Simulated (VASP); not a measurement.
# Be (P4_2/mnm) in VASP: single point with PBE

Aim: the single point of Be with PBE.

Program: VASP 6.6.1. These are calculated values, not measurements. Logs are shortened: lines on timing, memory, paths and dates and some standing lists are left out, and cuts for length are marked.

### Step 1. The cell of the first run

It takes space group P4_2/mnm (No. 136, tetragonal). The conventional cell has a = 3.747 Å, b = 3.747 Å, c = 2.281 Å, α = 90.00°, β = 90.00°, γ = 90.00°. Within 2.8 Å of Be (site symmetry m2m) lie 13 Be at 2.15 to 2.70 Å.

### Step 2. Single point, PBE

File INCAR:

```
SYSTEM = Be
PREC = Accurate ; ENCUT = 520
EDIFF = 1E-6 ; ISMEAR = 0
SIGMA = 0.05 ; LREAL = .False.
LASPH = .True. ; NELM = 80
ALGO = Normal ; ISIF = 2
LWAVE = .False. ; LCHARG = .False.
GGA = PE ; NBANDS = 12
```

File KPOINTS:

```
regular mesh
0
Gamma
  10 10 18
  0 0 0
```

File POSCAR:

```
Be
1.0
    3.7468140000      0.0000000000      0.0000000000
    0.0000000000      3.7468140000      0.0000000000
    0.0000000000      0.0000000000      2.2812800000
Be
4
Direct
    0.2974080000      0.2974080000      0.0000000000
    0.7025920000      0.7025920000      0.0000000000
    0.2025920000      0.7974080000      0.5000000000
    0.7974080000      0.2025920000      0.5000000000
```

Potentials or basis: VASP PAW PBE potentials, release 64 (Be).

Command:

```console
$ cat potpaw_PBE.64/Be/POTCAR > POTCAR
$ mpirun -np 1 vasp_std > vasp.out
```

OUTCAR:

```text
SYSTEM = Be
   PREC = Accurate
   ENCUT = 520
   EDIFF = 1E-6
   ISMEAR = 0
   LREAL = .False.
   LASPH = .True.
   NELM = 80
   ISIF = 2
   GGA = PE

 ion  position               nearest neighbor table
   1  0.297  0.297  0.000-   2 2.15   3 2.22   4 2.22   3 2.22   4 2.22   3 2.22   3 2.22   4 2.22
                             4 2.22
   2  0.703  0.703  0.000-   1 2.15   3 2.22   4 2.22   3 2.22   4 2.22   4 2.22   4 2.22   3 2.22
                             3 2.22
   3  0.203  0.797  0.500-   4 2.15   2 2.22   1 2.22   1 2.22   2 2.22   1 2.22   1 2.22   2 2.22
                             2 2.22
   4  0.797  0.203  0.500-   3 2.15   2 2.22   1 2.22   1 2.22   2 2.22   2 2.22   2 2.22   1 2.22
                             1 2.22

  LATTYP: Found a simple tetragonal cell.
 ALAT       =     3.7468140000
 C/A-ratio  =     0.6088586196

  Lattice vectors:

 A1 = (   3.7468140000,   0.0000000000,   0.0000000000)
 A2 = (   0.0000000000,   3.7468140000,   0.0000000000)
 A3 = (   0.0000000000,   0.0000000000,   2.2812800000)

Analysis of symmetry for initial positions (statically):
=====================================================================
 Subroutine PRICEL returns:
 Original cell was already a primitive cell.

 Routine SETGRP: Setting up the symmetry group for a
 simple tetragonal supercell.

 Subroutine GETGRP returns: Found 16 space group operations
 (whereof  8 operations were pure point group operations)
 out of a pool of 16 trial point group operations.

The static configuration has the point symmetry D_2h.
 The point group associated with its full space group is D_4h.

Analysis of symmetry for dynamics (positions and initial velocities):
=====================================================================
 Subroutine PRICEL returns:
 Original cell was already a primitive cell.

 Routine SETGRP: Setting up the symmetry group for a
 simple tetragonal supercell.

 Subroutine GETGRP returns: Found 16 space group operations
 (whereof  8 operations were pure point group operations)
 out of a pool of 16 trial point group operations.

The dynamic configuration has the point symmetry D_2h.
 The point group associated with its full space group is D_4h.

 Subroutine INISYM returns: Found 16 space group operations
 (whereof  8 operations are pure point group operations),
 and found     1 'primitive' translations

----------------------------------------------------------------------------------------

                                     Primitive cell

  volume of cell :      32.0260

  direct lattice vectors                    reciprocal lattice vectors
     3.746814000  0.000000000  0.000000000     0.266893419  0.000000000  0.000000000
     0.000000000  3.746814000  0.000000000     0.000000000  0.266893419  0.000000000
     0.000000000  0.000000000  2.281280000     0.000000000  0.000000000  0.438350400

  length of vectors
     3.746814000  3.746814000  2.281280000     0.266893419  0.266893419  0.438350400

  position of ions in fractional coordinates (direct lattice)
     0.297408000  0.297408000  0.000000000
     0.702592000  0.702592000  0.000000000
     0.202592000  0.797408000  0.500000000
     0.797408000  0.202592000  0.500000000

  ion indices of the primitive-cell ions
   primitive index   ion index
                 1           1
                 2           2
                 3           3
                 4           4

----------------------------------------------------------------------------------------

 KPOINTS: regular mesh

Automatic generation of k-mesh.
 Grid dimensions read from file:
 generate k-points for:   10   10   18

 Generating k-lattice:

  Cartesian coordinates                     Fractional coordinates (reciprocal lattice)
     0.026689342  0.000000000  0.000000000     0.100000000  0.000000000  0.000000000
     0.000000000  0.026689342  0.000000000     0.000000000  0.100000000  0.000000000
     0.000000000  0.000000000  0.024352800     0.000000000  0.000000000  0.055555556

  Length of vectors
     0.026689342  0.026689342  0.024352800

  Shift w.r.t. Gamma in fractional coordinates (k-lattice)
     0.000000000  0.000000000  0.000000000

 Subroutine IBZKPT returns following result:
 ===========================================

 Found    210 irreducible k-points:

 Following reciprocal coordinates:
            Coordinates               Weight
  0.000000  0.000000  0.000000      1.000000
  0.100000  0.000000  0.000000      4.000000
  0.200000  0.000000  0.000000      4.000000
  0.300000  0.000000  0.000000      4.000000
  0.400000  0.000000  0.000000      4.000000
  0.500000  0.000000  0.000000      2.000000
[... 16 lines left out ...]
  0.100000  0.000000  0.055556      8.000000
  0.200000  0.000000  0.055556      8.000000
 [... further k-points ...]
   k-points           NKPTS =    210   k-points in BZ     NKDIM =    210   number of bands    NBANDS=     12
   number of dos      NEDOS =    301   number of ions     NIONS =      4
   total plane-waves  NPLWV =  14112
   dimension x,y,z NGX =    28 NGY =   28 NGZ =   18
   dimension x,y,z NGXF=    56 NGYF=   56 NGZF=   36
   ions per type =               4
   NGX,Y,Z   is equivalent  to a cutoff of  12.42, 12.42, 13.12 a.u.
   NGXF,Y,Z  is equivalent  to a cutoff of  24.85, 24.85, 26.23 a.u.
 SYSTEM =  Be
   PREC   = accura    normal or accurate (medium, high low for compatibility)
   ISTART =      0    job   : 0-new  1-cont  2-samecut
   ICHARG =      2    charge: 1-file 2-atom 10-const
   ISPIN  =      1    spin polarized calculation?
   LNONCOLLINEAR =      F non collinear calculations
   LSORBIT =      F    spin-orbit coupling
   LASPH  =      T    aspherical Exc in radial PAW
   ENCUT  =  520.0 eV  38.22 Ry    6.18 a.u.   6.97  6.97  4.24*2*pi/ulx,y,z
   NELM   =     80;   NELMIN=  2; NELMDL= -5     # of ELM steps
   EDIFF  = 0.1E-05   stopping-criterion for ELM
   LREAL  =      F    real-space projection
   EDIFFG = 0.1E-04   stopping-criterion for IOM
   NSW    =      0    number of steps for IOM
   IBRION =     -1    ionic relax: 0-MD 1-quasi-New 2-CG
   NFREE  =      0    steps in history (QN), initial steepest desc. (CG)
   ISIF   =      2    stress and relaxation
   ISYM   =      2    0-nonsym 1-usesym 2-fastsym
   POTIM  = 0.5000    time-step for ionic-motion
   TEBEG  =    0.0;   TEEND  =   0.0 temperature during run
   PSTRESS=    0.0 pullay stress
   NELECT =       8.0000    total number of electrons
   NUPDOWN=      -1.0000    fix difference up-down
   EMIN   =  10.00;   EMAX   =-10.00  energy-range for DOS
   EFERMI =   0.00;   METHOD = LEGACY
   ISMEAR =     0;   SIGMA  =   0.05  broadening in eV -4-tet -1-fermi 0-gaus
   EFERMI_NEDOS =   21; number of points for ismear=-14 and -15
   IALGO  =     38    algorithm
   IMIX   =      4    mixing-type and parameters
     AMIX     =   0.40;   BMIX     =  1.00
     AMIX_MAG =   1.60;   BMIX_MAG =  1.00
  volume/ion in A,a.u.               =       8.01        54.03
  Fermi-wavevector in a.u.,A,eV,Ry     =   1.031028  1.948361 14.463253  1.063019
  Thomas-Fermi vector in A             =   2.165156
   LORBIT       =      0    0 simple, 1 ext, 2 COOP (PROOUT), +10 PAW based schemes
   GGA     = PE    functional components
   LHFCALC =     F    Hartree Fock is set to
   AEXX    =    0.0000 exact exchange contribution
   IVDW    =     0    specifies the selected vdW correction
   LEPSILON=     F    determine dielectric tensor
   LRPA    =     F    only Hartree local field effects (RPA)
 non-spin polarized calculation
 Gauss-broadening in eV      SIGMA  =   0.05
  energy-cutoff  :      520.00
  volume of cell :       32.03
 maximum number of plane-waves:       884
 NGX is ok and might be reduce to    28
   NGX = 13   NGY = 13   NGZ =  9

 number of electron       8.0000000 magnetization

 Free energy of the ion-electron system (eV)
  ---------------------------------------------------
  ext. energy  EPLUGINS =         0.00000000
  ---------------------------------------------------
  free energy    TOTEN  =       -14.85921107 eV

  energy without entropy =      -14.85868727  energy(sigma->0) =      -14.85894917

 E-fermi :   6.7696     XC(G=0): -10.5625

 val. band max:        6.7637045368   @ k =   0.2000   0.0000   0.2778
 cond. band min:       6.8304389175   @ k =   0.1000   0.0000   0.2778
 fundamental gap:      0.0667343807
 Fermi energy:         6.7696169025

 k-point     1 :       0.0000    0.0000    0.0000
  band No.  band energies     occupation
      1      -4.3593      2.00000
      2       1.8357      2.00000
      3       2.4118      2.00000
      4       5.7788      2.00000
      5       5.7788      2.00000
      6      11.6381      0.00000
      7      11.6381      0.00000
      8      14.1941      0.00000
      9      16.0185      0.00000
     10      17.3256      0.00000
     11      22.8927      0.00000
     12      22.8927      0.00000

 k-point     2 :       0.1000    0.0000    0.0000
  band No.  band energies     occupation
      1      -4.2804      2.00000
      2       1.5075      2.00000
      3       2.2886      2.00000
      4       5.7549      2.00000
      5       6.3920      2.00000
      6      10.8342      0.00000
      7      11.5359      0.00000
      8      15.2064      0.00000
      9      16.1147      0.00000
     10      17.7269      0.00000
     11      22.4816      0.00000
     12      22.9738      0.00000

 k-point     3 :       0.2000    0.0000    0.0000
  band No.  band energies     occupation
      1      -4.0435      2.00000
      2       0.5297      2.00000
      3       2.4783      2.00000
      4       5.6505      2.00000
      5       7.5318      0.00000
      6       9.6453      0.00000
      7      11.4898      0.00000
      8      16.4024      0.00000
      9      17.0123      0.00000
     10      18.7951      0.00000
     11      21.5340      0.00000
     12      23.2217      0.00000

 k-point     4 :       0.3000    0.0000    0.0000
  band No.  band energies     occupation
      1      -3.6488      2.00000
      2      -0.5448      2.00000
      3       2.8955      2.00000
      4       5.3690      2.00000
      5       8.2818      0.00000
      6       8.7579      0.00000
      7      12.1431      0.00000
      8      16.8781      0.00000
      9      18.6943      0.00000
     10      20.3010      0.00000
     11      20.4242      0.00000
     12      21.5320      0.00000

 k-point     5 :       0.4000    0.0000    0.0000
  band No.  band energies     occupation
      1      -3.0968      2.00000
      2      -1.5337      2.00000
      3       3.4702      2.00000
      4       4.8368      2.00000
      5       8.3358      0.00000
      6       8.3832      0.00000
      7      13.7408      0.00000
      8      17.5355      0.00000
      9      18.0105      0.00000
     10      19.3393      0.00000
     11      21.8189      0.00000
     12      22.0376      0.00000
[... 228 lines left out ...]
      1      -0.4032      2.00000
      2      -0.4032      2.00000
      3      -0.3615      2.00000
      4      -0.3615      2.00000
      5      15.1340      0.00000
      6      15.1340      0.00000
      7      16.0941      0.00000
      8      16.0941      0.00000
      9      18.8937      0.00000
     10      18.8937      0.00000
     11      20.3200      0.00000
     12      20.3200      0.00000

 k-point    22 :       0.0000    0.0000    0.0556
  band No.  band energies     occupation
      1      -4.2937      2.00000
      2       1.9196      2.00000
      3       2.4989      2.00000
      4       5.8284      2.00000
      5       5.8284      2.00000
      6      11.6834      0.00000
      7      11.6834      0.00000
      8      14.2609      0.00000
      9      14.6213      0.00000
     10      18.4668      0.00000
     11      22.5603      0.00000
     12      22.5603      0.00000

 k-point    23 :       0.1000    0.0000    0.0556
  band No.  band energies     occupation
      1      -4.2148      2.00000
      2       1.5869      2.00000
      3       2.3742      2.00000
      4       5.8061      2.00000
      5       6.4492      2.00000
      6      10.8832      0.00000
      7      11.5460      0.00000
      8      14.8657      0.00000
      9      15.2605      0.00000
     10      18.7456      0.00000
     11      22.0787      0.00000
     12      22.6402      0.00000

 k-point    24 :       0.2000    0.0000    0.0556
  band No.  band energies     occupation
      1      -3.9778      2.00000
      2       0.6027      2.00000
      3       2.5641      2.00000
      4       5.7076      2.00000
      5       7.5951      0.00000
      6       9.6896      0.00000
      7      11.4545      0.00000
      8      15.4267      0.00000
      9      17.0368      0.00000
     10      19.5584      0.00000
     11      21.0658      0.00000
     12      22.8773      0.00000

 [... further k-points ...]

------------------------ aborting loop because EDIFF is reached ----------------------------------------

  FORCE on cell =-STRESS in cart. coord.  units (eV):
  Direction    XX          YY          ZZ          XY          YZ          ZX
  --------------------------------------------------------------------------------------
  -------------------------------------------------------------------------------------
  Total        0.1976306      0.1976306     -0.3123240      0.0000000      0.0000000      0.0000000
  in kB        9.8869407      9.8869407    -15.6247519      0.0000000      0.0000000      0.0000000
  external PRESSURE =       1.3830432 kB  Pullay stress =       0.0000000 kB

 VOLUME and BASIS-vectors are now :
 -----------------------------------------------------------------------------
  energy-cutoff  :      520.00
  volume of cell :       32.03
      direct lattice vectors                 reciprocal lattice vectors
     3.746814000  0.000000000  0.000000000     0.266893419  0.000000000  0.000000000
     0.000000000  3.746814000  0.000000000     0.000000000  0.266893419  0.000000000
     0.000000000  0.000000000  2.281280000     0.000000000  0.000000000  0.438350400

 POSITION                                       TOTAL-FORCE (eV/Angst)
 -----------------------------------------------------------------------------------
      1.11433      1.11433      0.00000         0.006370      0.006370      0.000000
      2.63248      2.63248      0.00000        -0.006370     -0.006370      0.000000
      0.75907      2.98774      1.14064        -0.006370      0.006370      0.000000
      2.98774      0.75907      1.14064         0.006370     -0.006370      0.000000
 -----------------------------------------------------------------------------------
    total drift:                                0.000000      0.000000     -0.000000

  FREE ENERGIE OF THE ION-ELECTRON SYSTEM (eV)
  ---------------------------------------------------
  free  energy   TOTEN  =       -14.8592110742 eV

  energy  without entropy=      -14.8586872686  energy(sigma->0) =      -14.85894917
```

It took 56 s on 1 thread of Intel Xeon 8259CL, shared host; peak memory 0.18 GiB.

What came out:

| Property | Result |
| --- | --- |
| Free energy | -14.8592 eV |
| Pressure | 0.1 GPa |
| Largest force | 0.009 eV/Å |
| Band gap on the k mesh | zero (bands 4 and 5 overlap by 2.03 eV) |

Forces on the atoms (eV/Å):
```
Be   0.006  0.006  0.000
Be  -0.006 -0.006  0.000
Be  -0.006  0.006  0.000
Be   0.006 -0.006  0.000
```
